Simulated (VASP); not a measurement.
NiO:

```
Ni O
1.0
     0.00000    2.09131    2.09131
     2.09131    0.00000    2.09131
     4.18262    4.18262    0.00000
Ni O
2 2
Direct
  0.00000 0.00000 0.00000
  0.00000 0.00000 0.50000
  0.50000 0.50000 0.25000
  0.50000 0.50000 0.75000
```

Base run:

- Program: VASP 6.6.1
- Functional: LDA
- Potentials or basis: VASP PAW LDA potentials, release 64 (Ni, O)
- Cutoff: 520 eV
- k mesh: 8 × 8 × 8
- Occupations: gaussian, width 0.05 eV
- Spin: collinear spin, ferromagnetic start
- Starting moments: [1.66, 1.66, 0.26, 0.26] μB
- Hubbard terms: Ni d U = 5.0 eV, J = 0.9 eV

Its results: band gap on the k mesh 1.20 eV; pressure -14.4 GPa; net moment 4.00 μB per cell; site moments Ni +1.73; O +0.24 μB.

The run is repeated on the same cell with these changes: spin from collinear spin, ferromagnetic start to collinear spin, antiferromagnetic start; moments at the start from [1.66, 1.66, 0.26, 0.26] to [1.58, -1.58, 0.0, 0.0]. What comes out?

Band gap on the k mesh 2.60 eV; pressure -17.4 GPa; net moment 0.00 μB per cell; site moments Ni +1.62, -1.62; O +0.00 μB.

A k mesh can miss the band edges.
